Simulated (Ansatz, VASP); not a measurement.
## One calculation of Al2Cu, two programs

INCAR

```
ALGO = Fast
EDIFF = 1E-6
ENCUT = 520
GGA = PS
ISIF = 2
ISMEAR = 0
LASPH = T
LCHARG = F
LREAL = F
LWAVE = F
NBANDS = 16
NELM = 100
PREC = Accurate
SIGMA = 0.15
```

Contents of KPOINTS:

```
k-points
0
Gamma
  12 12 16
```

Contents of POSCAR:

```
Al2Cu
1.0
    4.1454347794      0.0000000000      0.0000000000
    0.0000000000      4.1454347794      0.0000000000
    0.0000000000      0.0000000000      2.7610029088
Al Cu
2 1
Direct
    0.5000000000      0.0000000000      0.5000000000
    0.0000000000      0.5000000000      0.5000000000
    0.0000000000      0.0000000000      0.0000000000
```

Input for Ansatz:

```yaml
crystal:
  lattice:
    - [4.1454347794, 0.0, 0.0]
    - [0.0, 4.1454347794, 0.0]
    - [0.0, 0.0, 2.7610029088]
  atoms:
    - { symbol: Al, position: [0.5, 0.0, 0.5] }
    - { symbol: Al, position: [0.0, 0.5, 0.5] }
    - { symbol: Cu, position: [0.0, 0.0, 0.0] }
basis:
  ecutwfc: 420
kpoints:
  mp_grid: { grid: [12, 12, 16] }
hamiltonian:
  xc: pbesol
scf:
  occupations: { method: gaussian, width: 0.15 }
output:
  forces: true
  stress: true
  eigenvalues: true
  write_density: true
  write_potential: true
  elf: true
  volumetric_format: npy
```

Change from the starting cell: strain +0.015 along x and y, -0.030 along z, atoms carried along.

Alike in both runs: task single point; functional PBEsol; k mesh 12 × 12 × 16; occupations gaussian, width 0.15 eV; no spin polarisation.

|  | VASP | Ansatz |
| --- | --- | --- |
| version | VASP 6.6.1 | Ansatz 0.2.0 |
| potentials or method | VASP PAW PBE potentials, release 64 (Al, Cu), cutoff 520 eV | scalar-relativistic, plane waves, PAW |
| valence electrons in the cell | 17 | 25 |

```tsv
	VASP	Ansatz	Ansatz less VASP
gap on the k mesh at the Fermi level (eV)	none	none	-
pressure (GPa)	0.3	0.5	+0.15
traceless stress, the component that is largest in VASP (GPa)	2.95	2.96	+0.014
```

VASP's potentials were made for PBE, not for PBEsol. A gap of «none» marks a metal or a gap that the smearing closes. The functional is the same, so the differences come from potentials, cutoffs and numerics. VASP's potentials hold 17 valence electrons a cell and Ansatz's 25, so a difference there can come from the potentials and not from the codes.
